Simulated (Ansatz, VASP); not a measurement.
## One calculation of MgS, two programs

```xyz
2
Lattice="0.0000 2.8331 2.8331 2.8331 0.0000 2.8331 2.8331 2.8331 0.0000" Properties=species:S:1:pos:R:3 pbc="T T T"
Mg    0.0000    0.0000    0.0000
S     1.4166    1.4166    1.4166
```

Alike in both runs: task single point; functional PBEsol; k mesh 6 × 6 × 6; occupations gaussian, width 0.1 eV; no spin polarisation.

|  | VASP | Ansatz |
| --- | --- | --- |
| version | VASP 6.6.1 | Ansatz 0.2.0 |
| potentials or method | VASP PAW PBE potentials, release 64 (Mg, S), cutoff 600 eV | scalar-relativistic, plane waves, PAW |
| valence electrons in the cell | 8 | 16 |

VASP gave:

- gap on the k mesh at the Fermi level (eV): 3.28
- least direct gap on the mesh (eV): 3.28
- pressure (GPa): -0.5

Q: What did Ansatz give for the same quantities?

A: gap on the k mesh at the Fermi level (eV): 3.28; least direct gap on the mesh (eV): 3.28; pressure (GPa): -0.4.

VASP's potentials were made for PBE, not for PBEsol. VASP's potentials hold 8 valence electrons a cell and Ansatz's 16, so a difference there can come from the potentials and not from the codes.
